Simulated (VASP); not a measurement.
# ZnO (P6_3/mmc) in VASP: further runs

Runs on ZnO. Level: r2SCAN. Tasks: single point.

Everything below comes from runs of VASP 6.6.1. Logs are shortened: lines on timing, memory, paths and dates and some standing lists are left out, and cuts for length are marked.

### 1 The cell of the first run

It takes space group P6_3/mmc (No. 194, hexagonal). The conventional cell has a = 3.204 Å, b = 3.204 Å, c = 4.044 Å, α = 90.00°, β = 90.00°, γ = 120.00°. Zn (site symmetry -6m2) has 5 O at 1.85 to 2.02 Å within 2.5 Å. O (site symmetry -6m2) has 5 Zn at 1.85 to 2.02 Å within 2.5 Å.

### 2 Single point, r2SCAN

POSCAR

```
ZnO
1.0
    3.2038254725      0.0000000000      0.0000000000
   -1.6019127362      2.7745942485      0.0000000000
    0.0000000000      0.0000000000      4.0438532634
Zn O
2 2
Direct
    0.6666666667      0.3333333333      0.4401542595
    0.3333333333      0.6666666667     -0.0598457405
    0.6666666667      0.3333333333      0.9401557405
    0.3333333333      0.6666666667      0.4401557405
```

INCAR.step1

```
SYSTEM = ZnO
PREC     = Accurate       ! precision mode
ENCUT    = 520            ! plane-wave cutoff, eV
ISMEAR   = 0              ! smearing method
SIGMA    = 0.02           ! smearing width, eV
LREAL    = .False.        ! projectors in reciprocal space
LASPH    = .True.         ! aspherical terms in the spheres
NELM     = 100            ! most SCF steps
NBANDS   = 26             ! bands
GGA      = PE             ! functional
ALGO     = Normal         ! electronic algorithm
EDIFF    = 1E-4           ! SCF threshold, eV
LWAVE    = .True.         ! write WAVECAR
LCHARG   = .False.        ! write CHGCAR
```

INCAR.step2

```
SYSTEM = ZnO
PREC     = Accurate       ! precision mode
ENCUT    = 520            ! plane-wave cutoff, eV
EDIFF    = 1E-7           ! SCF threshold, eV
ISMEAR   = 0              ! smearing method
SIGMA    = 0.02           ! smearing width, eV
LREAL    = .False.        ! projectors in reciprocal space
LASPH    = .True.         ! aspherical terms in the spheres
NELM     = 100            ! most SCF steps
ALGO     = Normal         ! electronic algorithm
ISIF     = 2              ! what is computed and relaxed
LWAVE    = .False.        ! write WAVECAR
LCHARG   = .True.         ! write CHGCAR
METAGGA  = R2SCAN         ! meta-GGA
LMIXTAU  = .True.       
LELF     = .True.         ! ELF
LVHAR    = .True.       
NBANDS   = 26             ! bands
ISTART   = 1
```

KPOINTS

```
regular mesh
0
Gamma
  12 12 6
  0 0 0
```

Potentials or basis: VASP PAW PBE potentials, release 64 (Zn, O).

Command:

```bash
$ cat potpaw_PBE.64/Zn/POTCAR potpaw_PBE.64/O/POTCAR > POTCAR
$ cp INCAR.step1 INCAR
$ mpirun -np 1 vasp_std > vasp.out
$ cp INCAR.step2 INCAR
$ mpirun -np 1 vasp_std > vasp.out
```

OUTCAR:

```text
SYSTEM = ZnO
   PREC = Accurate
   ENCUT = 520
   EDIFF = 1E-7
   ISMEAR = 0
   LREAL = .False.
   LASPH = .True.
   NELM = 100
   ISIF = 2
   METAGGA = R2SCAN
   ISTART = 1

 ion  position               nearest neighbor table
   1  0.667  0.333  0.440-   4 1.85   4 1.85   4 1.85   3 2.02   3 2.02   2 2.74   2 2.74   2 2.74
                             2 2.74   2 2.74   2 2.74
   2  0.333  0.667  0.940-   3 1.85   3 1.85   3 1.85   4 2.02   4 2.02   1 2.74   1 2.74   1 2.74
                             1 2.74   1 2.74   1 2.74
   3  0.667  0.333  0.940-   2 1.85   2 1.85   2 1.85   1 2.02   1 2.02
   4  0.333  0.667  0.440-   1 1.85   1 1.85   1 1.85   2 2.02   2 2.02

  LATTYP: Found a hexagonal cell.
 ALAT       =     3.2038254725
 C/A-ratio  =     1.2621952407

  Lattice vectors:

 A1 = (   3.2038254725,   0.0000000000,   0.0000000000)
 A2 = (  -1.6019127362,   2.7745942485,   0.0000000000)
 A3 = (   0.0000000000,   0.0000000000,   4.0438532634)

Analysis of symmetry for initial positions (statically):
=====================================================================
 Subroutine PRICEL returns:
 Original cell was already a primitive cell.

 Routine SETGRP: Setting up the symmetry group for a
 hexagonal supercell.

 Subroutine GETGRP returns: Found 24 space group operations
 (whereof  6 operations were pure point group operations)
 out of a pool of 24 trial point group operations.

The static configuration has the point symmetry C_3v.
 The point group associated with its full space group is D_6h.

Analysis of symmetry for dynamics (positions and initial velocities):
=====================================================================
 Subroutine PRICEL returns:
 Original cell was already a primitive cell.

 Routine SETGRP: Setting up the symmetry group for a
 hexagonal supercell.

 Subroutine GETGRP returns: Found 24 space group operations
 (whereof  6 operations were pure point group operations)
 out of a pool of 24 trial point group operations.

The dynamic configuration has the point symmetry C_3v.
 The point group associated with its full space group is D_6h.

 Subroutine INISYM returns: Found 24 space group operations
 (whereof  6 operations are pure point group operations),
 and found     1 'primitive' translations

----------------------------------------------------------------------------------------

                                     Primitive cell

  volume of cell :      35.9471

[... 93 lines left out ...]
   LREAL  =      F    real-space projection
   EDIFFG = 0.1E-05   stopping-criterion for IOM
   NSW    =      0    number of steps for IOM
   IBRION =     -1    ionic relax: 0-MD 1-quasi-New 2-CG
   NFREE  =      0    steps in history (QN), initial steepest desc. (CG)
   ISIF   =      2    stress and relaxation
   ISYM   =      2    0-nonsym 1-usesym 2-fastsym
   POTIM  = 0.5000    time-step for ionic-motion
   TEBEG  =    0.0;   TEEND  =   0.0 temperature during run
   PSTRESS=    0.0 pullay stress
   NELECT =      36.0000    total number of electrons
   NUPDOWN=      -1.0000    fix difference up-down
   EMIN   =  10.00;   EMAX   =-10.00  energy-range for DOS
   EFERMI =   0.00;   METHOD = LEGACY
   ISMEAR =     0;   SIGMA  =   0.02  broadening in eV -4-tet -1-fermi 0-gaus
   EFERMI_NEDOS =   21; number of points for ismear=-14 and -15
   IALGO  =     38    algorithm
   IMIX   =      4    mixing-type and parameters
     AMIX     =   0.40;   BMIX     =  1.00
     AMIX_MAG =   1.60;   BMIX_MAG =  1.00
  volume/ion in A,a.u.               =       8.99        60.65
  Fermi-wavevector in a.u.,A,eV,Ry     =   1.637901  3.095185 36.500636  2.682721
  Thomas-Fermi vector in A             =   2.728964
   LORBIT       =      0    0 simple, 1 ext, 2 COOP (PROOUT), +10 PAW based schemes
   METAGGA = R2SCAN    functional components
   LHFCALC =     F    Hartree Fock is set to
   AEXX    =    0.0000 exact exchange contribution
   IVDW    =     0    specifies the selected vdW correction
   LEPSILON=     F    determine dielectric tensor
   LRPA    =     F    only Hartree local field effects (RPA)
 non-spin polarized calculation
 Gauss-broadening in eV      SIGMA  =   0.02
  energy-cutoff  :      520.00
  volume of cell :       35.95
 maximum number of plane-waves:       990
 NGX is ok and might be reduce to    24
   NGX = 11   NGY = 11   NGZ = 15

 number of electron      36.0000012 magnetization

 Free energy of the ion-electron system (eV)
  ---------------------------------------------------
  ext. energy  EPLUGINS =         0.00000000
  ---------------------------------------------------
  free energy    TOTEN  =       -34.54578744 eV

  energy without entropy =      -34.54578744  energy(sigma->0) =      -34.54578744

 E-fermi :   3.8003     XC(G=0): -13.4160

 val. band max:        3.6887497489   @ k =   0.3333   0.3333   0.5000
 cond. band min:       5.6103265789   @ k =   0.0000   0.0000   0.0000
 fundamental gap:      1.9215768300
 Fermi energy:         3.8002758165

 k-point     1 :       0.0000    0.0000    0.0000
  band No.  band energies     occupation
      1     -17.8098      2.00000
      2     -15.9378      2.00000
      3      -3.7743      2.00000
      4      -3.7742      2.00000
      5      -3.6171      2.00000
      6      -3.5206      2.00000
[... 685 lines left out ...]
     25      18.8605      0.00000
     26      20.1275      0.00000

 [... further k-points ...]

------------------------ aborting loop because EDIFF is reached ----------------------------------------

  FORCE on cell =-STRESS in cart. coord.  units (eV):
  Direction    XX          YY          ZZ          XY          YZ          ZX
  --------------------------------------------------------------------------------------
  -------------------------------------------------------------------------------------
  Total       14.2742875     14.2742875     14.2071567      0.0000000      0.0000000      0.0000000
  in kB      636.2111864    636.2111864    633.2191408      0.0000000      0.0000000      0.0000000
  external PRESSURE =     635.2138379 kB  Pullay stress =       0.0000000 kB

 VOLUME and BASIS-vectors are now :
 -----------------------------------------------------------------------------
  energy-cutoff  :      520.00
  volume of cell :       35.95
      direct lattice vectors                 reciprocal lattice vectors
     3.203825473  0.000000000  0.000000000     0.312126865  0.180206529  0.000000000
    -1.601912736  2.774594249  0.000000000     0.000000000  0.360413059  0.000000000
     0.000000000  0.000000000  4.043853263     0.000000000  0.000000000  0.247288894

 POSITION                                       TOTAL-FORCE (eV/Angst)
 -----------------------------------------------------------------------------------
      1.60191      0.92486      1.77992        -0.000000     -0.000000      0.000000
     -0.00000      1.84973      3.80185        -0.000000      0.000000      0.000000
      1.60191      0.92486      3.80185        -0.000000     -0.000000      0.000000
     -0.00000      1.84973      1.77993         0.000000      0.000000     -0.000000
 -----------------------------------------------------------------------------------
    total drift:                               -0.000000     -0.000000     -0.012053

  FREE ENERGIE OF THE ION-ELECTRON SYSTEM (eV)
  ---------------------------------------------------
  free  energy   TOTEN  =       -34.5457874421 eV

  energy  without entropy=      -34.5457874421  energy(sigma->0) =      -34.54578744
```

OUTCAR.step1:

```text
SYSTEM = ZnO
   PREC = Accurate
   ENCUT = 520
   ISMEAR = 0
   LREAL = .False.
   LASPH = .True.
   NELM = 100
[... 929 lines left out ...]
     -0.00000      1.84973      3.80185         0.000000     -0.000000     -0.000000
      1.60191      0.92486      3.80185         0.000000      0.000000      0.000000
     -0.00000      1.84973      1.77993        -0.000000     -0.000000     -0.000000
 -----------------------------------------------------------------------------------
    total drift:                               -0.000000     -0.000000     -0.012691

  FREE ENERGIE OF THE ION-ELECTRON SYSTEM (eV)
  ---------------------------------------------------
  free  energy   TOTEN  =       -15.5847451846 eV

  energy  without entropy=      -15.5847451846  energy(sigma->0) =      -15.58474518
```

OSZICAR.step1:

```text
N       E                     dE             d eps       ncg     rms          rms(c)
DAV:   1     0.292375511783E+03    0.29238E+03   -0.18317E+04  4192   0.221E+03
DAV:   2     0.881490031596E+01   -0.28356E+03   -0.26675E+03  4110   0.428E+02
DAV:   3    -0.185862132743E+02   -0.27401E+02   -0.27090E+02  4340   0.136E+02
DAV:   4    -0.190236971773E+02   -0.43748E+00   -0.43677E+00  4294   0.171E+01
DAV:   5    -0.190255993363E+02   -0.19022E-02   -0.19021E-02  4232   0.118E+00    0.215E+01
DAV:   6    -0.154278815907E+02    0.35977E+01   -0.57298E+00  6144   0.568E+01    0.145E+01
DAV:   7    -0.156203262275E+02   -0.19244E+00   -0.30104E+00  4060   0.157E+01    0.790E+00
DAV:   8    -0.156160201368E+02    0.43061E-02   -0.30644E-01  5770   0.679E+00    0.140E+00
DAV:   9    -0.155827336097E+02    0.33287E-01   -0.70129E-02  5942   0.575E+00    0.182E-01
DAV:  10    -0.155847862510E+02   -0.20526E-02   -0.22468E-02  3988   0.106E+00    0.133E-01
DAV:  11    -0.155847451846E+02    0.41066E-04   -0.43183E-04  3974   0.372E-01
   1 F= -.15584745E+02 E0= -.15584745E+02  d E =-.287403E-26
```

It took 2.9 min on 1 thread of Intel Xeon Platinum 8488C (Sapphire Rapids), shared host; peak memory 0.19 GiB.

What came out:

```
Free energy            : -34.5458 eV
Pressure               : 63.5 GPa
Band gap on the k mesh : 1.92 eV (least direct gap 2.10 eV)
```

Stress tensor (GPa, compression positive):
```
63.62  0.00  0.00
 0.00 63.62  0.00
 0.00  0.00 63.32
```

Caveat: the cell stands under pressure; the PAW data sets were made with another functional, which shifts forces and pressure a little. A k mesh can miss the band edges.

### 3 Single point, r2SCAN

POSCAR is that of step 2.

INCAR.step1

```
PREC = Accurate
ENCUT = 520
ISMEAR = 0
SIGMA = 0.02
LREAL = F
LASPH = T
NELM = 60
NBANDS = 26
GGA = PE
ALGO = Normal
EDIFF = 1E-4
LWAVE = T
LCHARG = F
```

INCAR.step2

```
PREC = Accurate
ENCUT = 520
EDIFF = 1E-6
ISMEAR = 0
SIGMA = 0.02
LREAL = F
LASPH = T
NELM = 60
ALGO = Normal
ISIF = 2
LWAVE = F
LCHARG = F
METAGGA = R2SCAN
LMIXTAU = T
NBANDS = 26
ISTART = 1
```

KPOINTS

```
regular mesh
0
Gamma
  12 12 6
```

Potentials or basis: VASP PAW PBE potentials, release 64 (Zn, O).

Command:

```bash
$ cat potpaw_PBE.64/Zn/POTCAR potpaw_PBE.64/O/POTCAR > POTCAR
$ cp INCAR.step1 INCAR
$ mpirun -np 1 vasp_std > vasp.out
$ cp INCAR.step2 INCAR
$ mpirun -np 1 vasp_std > vasp.out
```

It took 2.5 min on 1 thread of Intel Xeon Platinum 8488C (Sapphire Rapids), shared host; peak memory 0.19 GiB.

It converged, with:

```yaml
Free_energy: -34.5458 eV
Pressure: 63.5 GPa
Band_gap_on_the_k_mesh: 1.92 eV (least direct gap 2.10 eV)
```

Stress tensor (GPa, compression positive):
```
63.62  0.00  0.00
 0.00 63.62  0.00
 0.00  0.00 63.32
```

Levels at points of the mesh, in eV from the valence-band top:
```csv
k point,band 14,band 15,band 16,band 17,band 18,band 19,band 20,band 21,band 22,band 23
"(0.00, 0.00, 0.00)",-2.14,-1.17,-1.17,-0.18,-0.18,1.92,6.52,12.06,12.67,12.67
"(0.50, 0.00, 0.00)",-3.64,-3.36,-3.30,-2.46,-1.96,6.98,7.99,10.20,10.63,13.73
"(0.00, 0.00, 0.50)",-2.34,-0.55,-0.55,-0.55,-0.55,5.69,5.69,12.77,12.77,12.77
"(0.50, 0.00, 0.50)",-3.94,-2.55,-2.55,-0.41,-0.41,7.05,7.05,11.43,11.43,13.36
```

Caveat: the cell stands under pressure; the PAW data sets were made with another functional, which shifts forces and pressure a little.
